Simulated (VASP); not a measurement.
Input of a VASP 6.6.1 run:

Contents of POSCAR:

```
LiF
1.0
    0.0000000000      2.0140000000      2.0140000000
    2.0140000000      0.0000000000      2.0140000000
    2.0140000000      2.0140000000      0.0000000000
Li F
1 1
Direct
   -0.0043886965      0.0000000000      0.0000000000
    0.5000000000      0.5000000000      0.5000000000
```

The input INCAR.step1:

```
SYSTEM = LiF
PREC = Accurate ; ENCUT = 520
ISMEAR = 0 ; SIGMA = 0.05
LREAL = .FALSE. ; LASPH = .TRUE.
NELM = 100 ; NBANDS = 12
GGA = PE ; ALGO = Normal
EDIFF = 1E-4 ; LWAVE = .TRUE.
LCHARG = .FALSE.
```

File INCAR.step2:

```
SYSTEM = LiF
PREC = Accurate ; ENCUT = 520
EDIFF = 1E-7 ; ISMEAR = 0
SIGMA = 0.05 ; LREAL = .FALSE.
LASPH = .TRUE. ; NELM = 100
ALGO = Normal ; ISIF = 2
LWAVE = .FALSE. ; LCHARG = .TRUE.
METAGGA = R2SCAN ; LMIXTAU = .TRUE.
LELF = .TRUE. ; LVHAR = .TRUE.
NBANDS = 12 ; ISTART = 1
```

Contents of KPOINTS:

```
regular mesh
0
G
  10 10 10
  0 0 0
```

Potentials or basis: VASP PAW PBE potentials, release 64 (Li_sv, F).

Launch:

```console
$ cat potpaw_PBE.64/Li_sv/POTCAR potpaw_PBE.64/F/POTCAR > POTCAR
$ cp INCAR.step1 INCAR
$ mpirun -np 1 vasp_std > vasp.out
$ cp INCAR.step2 INCAR
$ mpirun -np 1 vasp_std > vasp.out
```

**Question.** Predict the band gap on the k mesh.

**Answer.** 10.26 eV.

**Question.** Predict the largest force.

**Answer.** 0.030 eV/Å.

Forces on the atoms (eV/Å):
```
Li   0.000  0.021  0.021
F    0.000 -0.021 -0.021
```

Caveat: the cell differs from its parent crystal (all Li atoms moved +0.013 Å, as atom 1 towards its neighbour atom 1 (Li) at 2.848 Å); the PAW data sets were made with another functional, which shifts forces and pressure a little. A k mesh can miss the band edges.
